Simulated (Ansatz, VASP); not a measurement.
## Ag in VASP and in Ansatz

```
Ag
1.0
     2.86699    0.00000    0.00000
    -1.43350    2.48289    0.00000
     0.00000    0.00000    4.78465
Ag
2
Direct
  0.33333 0.66667 0.25000
  0.66667 0.33333 0.75000
```

Change from the starting cell: strain along c alone, the other axes held, atoms relaxed: +2.0 %.

Alike in both runs: task single point; functional PBEsol; k mesh 24 × 24 × 12; occupations gaussian, width 0.1 eV; no spin polarisation.

|  | VASP | Ansatz |
| --- | --- | --- |
| version | VASP 6.6.1 | Ansatz 0.2.0 |
| potentials or method | VASP PAW PBE potentials, release 64 (Ag), cutoff 520 eV | scalar-relativistic, plane waves, PAW |
| valence electrons in the cell | 22 | 38 |

Ansatz gave:

```
gap on the k mesh at the Fermi level (eV)                     : none
pressure (GPa)                                                : -2.2
traceless stress, the component that is largest in VASP (GPa) : -1.14
```

Problem. What did VASP give for the same quantities?

Solution. gap on the k mesh at the Fermi level (eV): none; pressure (GPa): -2.5; traceless stress, the component that is largest in VASP (GPa): -1.13.

VASP's potentials were made for PBE, not for PBEsol. A gap of «none» marks a metal or a gap that the smearing closes. With one functional, cell and mesh, what is left measures potentials, basis and numerics. VASP's potentials hold 22 valence electrons a cell and Ansatz's 38, so a difference there can come from the potentials and not from the codes.
